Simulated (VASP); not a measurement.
Crystal: Pt.

```
Pt
1.0
    -1.55188    1.55188    1.55188
     1.55188   -1.55188    1.55188
     1.55188    1.55188   -1.55188
Pt
1
Direct
  0.00000 0.00000 0.00000
```

This cell differs from its parent crystal: volume scaled by 0.94.

Base run:

```yaml
Program: VASP 6.6.1
Functional: PBE
Potentials_or_basis: VASP PAW PBE potentials, release 64 (Pt)
Cutoff: 520 eV
k_mesh: 12 × 12 × 12
Occupations: fermi-dirac, width 0.05 eV
Spin: no spin polarisation
```

Its results: band gap on the k mesh zero (band 5 reaches 12.35 eV, above the bottom of band 6 at 9.95 eV); pressure 15.2 GPa.

Question: After a change of settings the same cell gave: band gap on the k mesh zero (band 5 reaches 12.15 eV, above the bottom of band 6 at 9.59 eV); pressure 10.4 GPa. Which change was it?
A. functional from PBE to PBEsol; further incar settings from ALGO = Normal; EDIFF = 1e-07; NBANDS = 11 to ALGO = Fast; EDIFF = 1e-06; NBANDS = 11
B. functional from PBE to r2SCAN; further incar settings from ALGO = Normal; EDIFF = 1e-07; NBANDS = 11 to ALGO = Normal; EDIFF = 1e-06; NBANDS = 11
C. functional from PBE to LDA; potentials or basis from VASP PAW PBE potentials, release 64 (Pt) to VASP PAW LDA potentials, release 64 (Pt)
D. functional from PBE to PBEsol

Answer: B.

Caveats: spin-orbit coupling is left out, which moves the levels of the heavy elements; the PAW data sets were made with another functional, which shifts forces and pressure a little (some runs).
